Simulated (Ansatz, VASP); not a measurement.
Sc2Al in VASP and in Ansatz

The input INCAR:

```
PREC = Accurate ; ENCUT = 520
EDIFF = 1E-6 ; ISMEAR = 0
SIGMA = 0.1 ; LREAL = F
LASPH = T ; NELM = 60
ALGO = Fast ; ISIF = 2
LWAVE = F ; LCHARG = F
GGA = PS ; NBANDS = 34
```

The input KPOINTS:

```
regular mesh
0
Gamma
  12 12 6
```

File POSCAR:

```
Sc2Al
1.0
    4.8926114005      0.0000000000      0.0000000000
   -2.4463057002      4.2371257637      0.0000000000
    0.0000000000      0.0000000000      6.1614205700
Sc Al
4 2
Direct
    0.0000000000      0.0000000000      0.0000000000
    0.0000000000      0.0000000000      0.5000000000
    0.3333333333      0.6666666667      0.7500000000
    0.6666666667      0.3333333333      0.2500000000
    0.3333333333      0.6666666667      0.2500000000
    0.6666666667      0.3333333333      0.7500000000
```

Input for Ansatz:

```yaml
crystal:
  lattice:
    - [4.8926114005, 0.0, 0.0]
    - [-2.4463057002, 4.2371257637, 0.0]
    - [0.0, 0.0, 6.16142057]
  atoms:
    - { symbol: Sc, position: [0.0, 0.0, 0.0] }
    - { symbol: Sc, position: [0.0, 0.0, 0.5] }
    - { symbol: Sc, position: [0.3333333333, 0.6666666667, 0.75] }
    - { symbol: Sc, position: [0.6666666667, 0.3333333333, 0.25] }
    - { symbol: Al, position: [0.3333333333, 0.6666666667, 0.25] }
    - { symbol: Al, position: [0.6666666667, 0.3333333333, 0.75] }
basis:
  ecutwfc: 600
kpoints:
  mp_grid: { grid: [12, 12, 6] }
hamiltonian:
  xc: pbesol
scf:
  occupations: { method: gaussian, width: 0.1 }
output:
  forces: true
  stress: true
  eigenvalues: true
  write_density: true
  write_potential: true
  elf: true
  volumetric_format: npy
```

Alike in both runs: task single point; functional PBEsol; k mesh 12 × 12 × 6; occupations gaussian, width 0.1 eV; no spin polarisation.

|  | VASP | Ansatz |
| --- | --- | --- |
| version | VASP 6.6.1 | Ansatz 0.2.0 |
| potentials or method | VASP PAW PBE potentials, release 64 (Sc_sv, Al), cutoff 520 eV | scalar-relativistic, plane waves, PAW |
| valence electrons in the cell | 50 | 50 |

|  | VASP | Ansatz | Ansatz less VASP |
| --- | --- | --- | --- |
| gap on the k mesh at the Fermi level (eV) | none | none | - |
| pressure (GPa) | -2.0 | -2.1 | -0.09 |
| traceless stress, the component that is largest in VASP (GPa) | -0.15 | -0.13 | +0.023 |

VASP's potentials were made for PBE, not for PBEsol. A gap of «none» marks a metal or a gap that the smearing closes.
